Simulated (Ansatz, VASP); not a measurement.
**Two plane-wave programs on Mn**

```
Mn
1.0
     0.00000    2.33246    2.33246
     2.33246    0.00000    2.33246
     2.33246    2.33246    0.00000
Mn
2
Direct
  0.00000 0.00000 0.00000
  0.50000 0.50000 0.50000
```

Alike in both runs: task relaxation of cell and atoms; functional PBEsol; k mesh 12 × 12 × 12; occupations fermi-dirac, width 0.05 eV; collinear spin.

|  | VASP | Ansatz |
| --- | --- | --- |
| version | VASP 6.6.1 | Ansatz 0.2.0 |
| potentials or method | VASP PAW PBE potentials, release 64 (Mn_pv), cutoff 600 eV | plane waves (420 eV) with PAW, scalar-relativistic |
| valence electrons in the cell | 26 | 30 |

|  | VASP | Ansatz | Ansatz less VASP |
| --- | --- | --- | --- |
| net moment per atom (μB) | 0.00 | 0.00 | 0.000 |
| size of the moment on the site where the two differ most (μB) | 2.04 | 1.92 | -0.128 |
| relaxed volume (Å³/atom) | 12.44 | 12.43 | -0.017 |
| relaxed cell length with the largest relative difference (Å) | 3.277 | 3.276 | -0.0015 |

VASP's potentials were made for PBE, not for PBEsol, and Ansatz warns of the same on its side. Site moments also hang on the region over which each program counts them. VASP's potentials hold 26 valence electrons a cell and Ansatz's 30, so a difference there can come from the potentials and not from the codes.
